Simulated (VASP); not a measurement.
# TaRh3 (Pm-3m) in VASP: a series of runs

TaRh3 is run at these levels: LDA; tasks: single point.

Everything below comes from runs of VASP 6.6.1. Logs are shortened: lines on timing, memory, paths and dates and some standing lists are left out, and cuts for length are marked.

## 1. The cell of the first run

Symmetry: Pm-3m, No. 221, cubic system. Conventional cell: a = 3.795 Å, b = 3.795 Å, c = 3.795 Å, α = 90.00°, β = 90.00°, γ = 90.00°. Ta (site symmetry m-3m) has 12 Rh at 2.68 Å within 3.5 Å. Within 3.5 Å of Rh (site symmetry 4/mmm) lie 4 Ta at 2.68 Å and 8 Rh at 2.68 Å.

## 2. Single point, LDA

Input file INCAR:

```
SYSTEM = TaRh3
  PREC = Accurate
  ENCUT = 520
  EDIFF = 1E-6
  ISMEAR = 1
  SIGMA = 0.1
  LREAL = .False.
  LASPH = .True.
  NELM = 60
  ALGO = Normal
  ISIF = 2
  LWAVE = .False.
  LCHARG = .True.
  GGA = CA
  LELF = .True.
  LVHAR = .True.
  NBANDS = 36
```

Input file KPOINTS:

```
regular mesh
0
Gamma
  6 6 6
  0 0 0
```

Input file POSCAR:

```
TaRh3
1.0
    3.7945636298      0.0000000000      0.0000000000
    0.0000000000      3.7945636298      0.0000000000
    0.0000000000      0.0000000000      3.7945636298
Ta Rh
1 3
Direct
    0.0000000000      0.0000000000      0.0000000000
    0.0000000000      0.5000000000      0.5000000000
    0.5000000000      0.0000000000      0.5000000000
    0.5000000000      0.5000000000      0.0000000000
```

Potentials or basis: VASP PAW LDA potentials, release 64 (Ta_pv, Rh_pv).

Launch:

```bash
cat potpaw_LDA.64/Ta_pv/POTCAR potpaw_LDA.64/Rh_pv/POTCAR > POTCAR
mpirun -np 1 vasp_std > vasp.out
```

OUTCAR:

```text
SYSTEM = TaRh3
   PREC = Accurate
   ENCUT = 520
   EDIFF = 1E-6
   ISMEAR = 1
   LREAL = .False.
   LASPH = .True.
   NELM = 60
   ISIF = 2
   GGA = CA

 ion  position               nearest neighbor table
   1  0.000  0.000  0.000-   2 2.68   3 2.68   4 2.68   2 2.68   3 2.68   2 2.68   4 2.68   2 2.68
                             3 2.68   4 2.68   3 2.68   4 2.68
   2  0.000  0.500  0.500-   1 2.68   3 2.68   4 2.68   1 2.68   4 2.68   1 2.68   3 2.68   1 2.68
                             3 2.68   4 2.68   4 2.68   3 2.68
   3  0.500  0.000  0.500-   1 2.68   2 2.68   4 2.68   1 2.68   4 2.68   2 2.68   4 2.68   4 2.68
                             1 2.68   2 2.68   1 2.68   2 2.68
   4  0.500  0.500  0.000-   1 2.68   2 2.68   3 2.68   2 2.68   3 2.68   1 2.68   3 2.68   3 2.68
                             1 2.68   2 2.68   2 2.68   1 2.68

  LATTYP: Found a simple cubic cell.
 ALAT       =     3.7945636298

  Lattice vectors:

 A1 = (   3.7945636298,   0.0000000000,   0.0000000000)
 A2 = (   0.0000000000,   3.7945636298,   0.0000000000)
 A3 = (   0.0000000000,   0.0000000000,   3.7945636298)

Analysis of symmetry for initial positions (statically):
=====================================================================
 Subroutine PRICEL returns:
 Original cell was already a primitive cell.

 Routine SETGRP: Setting up the symmetry group for a
 simple cubic supercell.

 Subroutine GETGRP returns: Found 48 space group operations
 (whereof 48 operations were pure point group operations)
 out of a pool of 48 trial point group operations.

The static configuration has the point symmetry O_h .

Analysis of symmetry for dynamics (positions and initial velocities):
=====================================================================
 Subroutine PRICEL returns:
 Original cell was already a primitive cell.

 Routine SETGRP: Setting up the symmetry group for a
 simple cubic supercell.

 Subroutine GETGRP returns: Found 48 space group operations
 (whereof 48 operations were pure point group operations)
 out of a pool of 48 trial point group operations.

The dynamic configuration has the point symmetry O_h .

 Subroutine INISYM returns: Found 48 space group operations
 (whereof 48 operations are pure point group operations),
 and found     1 'primitive' translations

----------------------------------------------------------------------------------------

                                     Primitive cell

  volume of cell :      54.6368

  direct lattice vectors                    reciprocal lattice vectors
     3.794563630  0.000000000  0.000000000     0.263534914  0.000000000  0.000000000
     0.000000000  3.794563630  0.000000000     0.000000000  0.263534914  0.000000000
     0.000000000  0.000000000  3.794563630     0.000000000  0.000000000  0.263534914

  length of vectors
     3.794563630  3.794563630  3.794563630     0.263534914  0.263534914  0.263534914

  position of ions in fractional coordinates (direct lattice)
     0.000000000  0.000000000  0.000000000
     0.000000000  0.500000000  0.500000000
     0.500000000  0.000000000  0.500000000
     0.500000000  0.500000000  0.000000000

  ion indices of the primitive-cell ions
   primitive index   ion index
                 1           1
                 2           2
                 3           3
                 4           4

----------------------------------------------------------------------------------------

 KPOINTS: regular mesh

Automatic generation of k-mesh.
 Grid dimensions read from file:
 generate k-points for:    6    6    6

 Generating k-lattice:

  Cartesian coordinates                     Fractional coordinates (reciprocal lattice)
     0.043922486  0.000000000  0.000000000     0.166666667  0.000000000  0.000000000
     0.000000000  0.043922486  0.000000000     0.000000000  0.166666667  0.000000000
     0.000000000  0.000000000  0.043922486     0.000000000  0.000000000  0.166666667

  Length of vectors
     0.043922486  0.043922486  0.043922486

  Shift w.r.t. Gamma in fractional coordinates (k-lattice)
     0.000000000  0.000000000  0.000000000

 Subroutine IBZKPT returns following result:
 ===========================================

 Found     20 irreducible k-points:

 Following reciprocal coordinates:
            Coordinates               Weight
  0.000000  0.000000  0.000000      1.000000
  0.166667  0.000000  0.000000      6.000000
  0.333333  0.000000  0.000000      6.000000
  0.500000  0.000000  0.000000      3.000000
  0.166667  0.166667  0.000000     12.000000
  0.333333  0.166667  0.000000     24.000000
[... 12 lines left out ...]
  0.500000  0.500000  0.333333      6.000000
  0.500000  0.500000  0.500000      1.000000
   k-points           NKPTS =     20   k-points in BZ     NKDIM =     20   number of bands    NBANDS=     36
   number of dos      NEDOS =    301   number of ions     NIONS =      4
   total plane-waves  NPLWV =  21952
   dimension x,y,z NGX =    28 NGY =   28 NGZ =   28
   dimension x,y,z NGXF=    56 NGYF=   56 NGZF=   56
   ions per type =               1   3
   NGX,Y,Z   is equivalent  to a cutoff of  12.27, 12.27, 12.27 a.u.
   NGXF,Y,Z  is equivalent  to a cutoff of  24.53, 24.53, 24.53 a.u.
 SYSTEM =  TaRh3
   PREC   = accura    normal or accurate (medium, high low for compatibility)
   ISTART =      0    job   : 0-new  1-cont  2-samecut
   ICHARG =      2    charge: 1-file 2-atom 10-const
   ISPIN  =      1    spin polarized calculation?
   LNONCOLLINEAR =      F non collinear calculations
   LSORBIT =      F    spin-orbit coupling
   LASPH  =      T    aspherical Exc in radial PAW
   ENCUT  =  520.0 eV  38.22 Ry    6.18 a.u.   7.06  7.06  7.06*2*pi/ulx,y,z
   NELM   =     60;   NELMIN=  2; NELMDL= -5     # of ELM steps
   EDIFF  = 0.1E-05   stopping-criterion for ELM
   LREAL  =      F    real-space projection
   EDIFFG = 0.1E-04   stopping-criterion for IOM
   NSW    =      0    number of steps for IOM
   IBRION =     -1    ionic relax: 0-MD 1-quasi-New 2-CG
   NFREE  =      0    steps in history (QN), initial steepest desc. (CG)
   ISIF   =      2    stress and relaxation
   ISYM   =      2    0-nonsym 1-usesym 2-fastsym
   POTIM  = 0.5000    time-step for ionic-motion
   TEBEG  =    0.0;   TEEND  =   0.0 temperature during run
   PSTRESS=    0.0 pullay stress
   NELECT =      56.0000    total number of electrons
   NUPDOWN=      -1.0000    fix difference up-down
   EMIN   =  10.00;   EMAX   =-10.00  energy-range for DOS
   EFERMI =   0.00;   METHOD = LEGACY
   ISMEAR =     1;   SIGMA  =   0.10  broadening in eV -4-tet -1-fermi 0-gaus
   EFERMI_NEDOS =   21; number of points for ismear=-14 and -15
   IALGO  =     38    algorithm
   IMIX   =      4    mixing-type and parameters
     AMIX     =   0.40;   BMIX     =  1.00
     AMIX_MAG =   1.60;   BMIX_MAG =  1.00
  volume/ion in A,a.u.               =      13.66        92.18
  Fermi-wavevector in a.u.,A,eV,Ry     =   1.650602  3.119185 37.068890  2.724487
  Thomas-Fermi vector in A             =   2.739524
   LORBIT       =      0    0 simple, 1 ext, 2 COOP (PROOUT), +10 PAW based schemes
   GGA     = CA    functional components
   LHFCALC =     F    Hartree Fock is set to
   AEXX    =    0.0000 exact exchange contribution
   IVDW    =     0    specifies the selected vdW correction
   LEPSILON=     F    determine dielectric tensor
   LRPA    =     F    only Hartree local field effects (RPA)
 non-spin polarized calculation
 Methfessel and Paxton  Order N= 1 SIGMA  =   0.10
  energy-cutoff  :      520.00
  volume of cell :       54.64
 maximum number of plane-waves:      1492
   NGX = 15   NGY = 15   NGZ = 15

 number of electron      56.0000049 magnetization

 Free energy of the ion-electron system (eV)
  ---------------------------------------------------
  ext. energy  EPLUGINS =         0.00000000
  ---------------------------------------------------
  free energy    TOTEN  =       -41.34257764 eV

  energy without entropy =      -41.33981622  energy(sigma->0) =      -41.34165716

 E-fermi :  11.1504     XC(G=0): -14.3756

 val. band max:       11.1461820163   @ k =   0.1667   0.0000   0.0000
 cond. band min:      11.1599701633   @ k =   0.1667   0.1667   0.0000
 fundamental gap:      0.0137881471
 Fermi energy:        11.1504349909

 k-point     1 :       0.0000    0.0000    0.0000
  band No.  band energies     occupation
      1     -35.5048      2.00000
      2     -35.5048      2.00000
      3     -35.5048      2.00000
      4     -35.2285      2.00000
      5     -35.2285      2.00000
      6     -35.2285      2.00000
[... 28 lines left out ...]
     35      15.9777      0.00000
     36      15.9777      0.00000

 k-point     2 :       0.1667    0.0000    0.0000
  band No.  band energies     occupation
      1     -35.4843      2.00000
      2     -35.4843      2.00000
      3     -35.4730      2.00000
      4     -35.2351      2.00000
      5     -35.2351      2.00000
      6     -35.2308      2.00000
[... 28 lines left out ...]
     35      17.3571      0.00000
     36      17.3571      0.00000

 k-point     3 :       0.3333    0.0000    0.0000
  band No.  band energies     occupation
      1     -35.4339      2.00000
      2     -35.4339      2.00000
      3     -35.3905      2.00000
      4     -35.2571      2.00000
      5     -35.2571      2.00000
      6     -35.2354      2.00000
[... 28 lines left out ...]
     35      19.6338      0.00000
     36      19.6338      0.00000
[... 586 lines left out ...]
 k-point    19 :       0.5000    0.5000    0.3333
  band No.  band energies     occupation
      1     -35.5379      2.00000
      2     -35.5175      2.00000
      3     -35.4889      2.00000
      4     -35.4889      2.00000
      5     -35.0801      2.00000
      6     -35.0801      2.00000
[... 28 lines left out ...]
     35      15.4929      0.00000
     36      15.9328      0.00000

 k-point    20 :       0.5000    0.5000    0.5000
  band No.  band energies     occupation
      1     -35.5764      2.00000
      2     -35.5215      2.00000
      3     -35.5215      2.00000
      4     -35.5215      2.00000
      5     -35.0495      2.00000
      6     -35.0495      2.00000
[... 28 lines left out ...]
     35      14.9874      0.00000
     36      14.9874      0.00000

------------------------ aborting loop because EDIFF is reached ----------------------------------------

  FORCE on cell =-STRESS in cart. coord.  units (eV):
  Direction    XX          YY          ZZ          XY          YZ          ZX
  --------------------------------------------------------------------------------------
  -------------------------------------------------------------------------------------
  Total        2.6672637      2.6672637      2.6672637     -0.0000000     -0.0000000     -0.0000000
  in kB       78.2151736     78.2151736     78.2151736     -0.0000000     -0.0000000     -0.0000000
  external PRESSURE =      78.2151736 kB  Pullay stress =       0.0000000 kB

 VOLUME and BASIS-vectors are now :
 -----------------------------------------------------------------------------
  energy-cutoff  :      520.00
  volume of cell :       54.64
      direct lattice vectors                 reciprocal lattice vectors
     3.794563630  0.000000000  0.000000000     0.263534914  0.000000000  0.000000000
     0.000000000  3.794563630  0.000000000     0.000000000  0.263534914  0.000000000
     0.000000000  0.000000000  3.794563630     0.000000000  0.000000000  0.263534914

 POSITION                                       TOTAL-FORCE (eV/Angst)
 -----------------------------------------------------------------------------------
      0.00000      0.00000      0.00000         0.000000      0.000000      0.000000
      0.00000      1.89728      1.89728         0.000000      0.000000      0.000000
      1.89728      0.00000      1.89728         0.000000      0.000000      0.000000
      1.89728      1.89728      0.00000         0.000000      0.000000      0.000000
 -----------------------------------------------------------------------------------
    total drift:                                0.000000      0.000000      0.000000

  FREE ENERGIE OF THE ION-ELECTRON SYSTEM (eV)
  ---------------------------------------------------
  free  energy   TOTEN  =       -41.3425776370 eV

  energy  without entropy=      -41.3398162160  energy(sigma->0) =      -41.34165716
```

It took 22 s on 1 thread of Intel Xeon Platinum 8488C (Sapphire Rapids), shared host; peak memory 0.16 GiB.

Results:

* Free energy: -41.3426 eV
* Pressure: 7.8 GPa
* Band gap on the k mesh: zero (band 28 reaches 12.24 eV, above the bottom of band 29 at 10.07 eV)

Levels at points of the mesh, in eV from the Fermi level:
| k point | band 24 | band 25 | band 26 | band 27 | band 28 | band 29 | band 30 | band 31 | band 32 | band 33 |
| --- | --- | --- | --- | --- | --- | --- | --- | --- | --- | --- |
| (0.00, 0.00, 0.00) | -0.54 | 0.51 | 1.09 | 1.09 | 1.09 | 3.36 | 3.36 | 3.52 | 3.52 | 3.52 |
| (0.50, 0.00, 0.00) | -1.60 | -1.53 | -1.53 | -1.40 | -0.19 | 0.74 | 0.74 | 1.10 | 1.65 | 2.19 |
| (0.50, 0.50, 0.00) | -2.57 | -2.09 | -1.88 | -1.88 | -1.30 | -1.08 | 1.43 | 1.43 | 1.69 | 3.27 |
| (0.50, 0.50, 0.50) | -2.45 | 0.61 | 0.61 | 0.61 | 0.71 | 0.99 | 0.99 | 0.99 | 3.01 | 3.01 |

Caveat: spin-orbit coupling is left out, which moves the levels of the heavy elements.

## 3. Single point, LDA

This run uses another cell than the first one, of 14.09 Å³/atom, 1.032 times its volume.

Input file INCAR:

```
SYSTEM = TaRh3
ALGO = Normal
EDIFF = 1E-7
ENCUT = 520
GGA = CA
ISIF = 2
ISMEAR = 1
LASPH = .True.
LCHARG = .False.
LREAL = .False.
LWAVE = .False.
NBANDS = 36
NELM = 60
PREC = Accurate
SIGMA = 0.1
```

Input file KPOINTS:

```
k-points
0
Gamma
  6 6 6
  0 0 0
```

Input file POSCAR:

```
TaRh3
1.0
    3.8340931791      0.0000000000      0.0000000000
    0.0000000000      3.8340931791      0.0000000000
    0.0000000000      0.0000000000      3.8340931791
Ta Rh
1 3
Direct
    0.0000000000      0.0000000000      0.0000000000
    0.0000000000      0.5000000000      0.5000000000
    0.5000000000      0.0000000000      0.5000000000
    0.5000000000      0.5000000000      0.0000000000
```

Potentials or basis: VASP PAW LDA potentials, release 64 (Ta_pv, Rh_pv).

Launch:

```bash
cat potpaw_LDA.64/Ta_pv/POTCAR potpaw_LDA.64/Rh_pv/POTCAR > POTCAR
mpirun -np 1 vasp_std > vasp.out
```

Run time: 30 s. Hardware: 1 thread of Intel Xeon Platinum 8488C (Sapphire Rapids), shared host; peak memory 0.16 GiB.

It converged, with:

```yaml
Free_energy: -41.3720 eV
Pressure: -2.3 GPa
Band_gap_on_the_k_mesh: zero (band 28 reaches 11.67 eV, above the bottom of band 29 at 9.62 eV)
```

Levels at points of the mesh, in eV from the Fermi level:
```
           k point  band 26  band 27  band 28  band 29  band 30  band 31
(0.00, 0.00, 0.00)     1.04     1.04     1.04     3.23     3.23     3.42
(0.50, 0.00, 0.00)    -1.46    -1.33    -0.18     0.74     0.74     1.04
(0.50, 0.50, 0.00)    -1.78    -1.78    -1.24    -1.02     1.40     1.40
(0.50, 0.50, 0.50)     0.58     0.58     0.74     0.94     0.94     0.94
```

Caveat: spin-orbit coupling is left out, which moves the levels of the heavy elements.
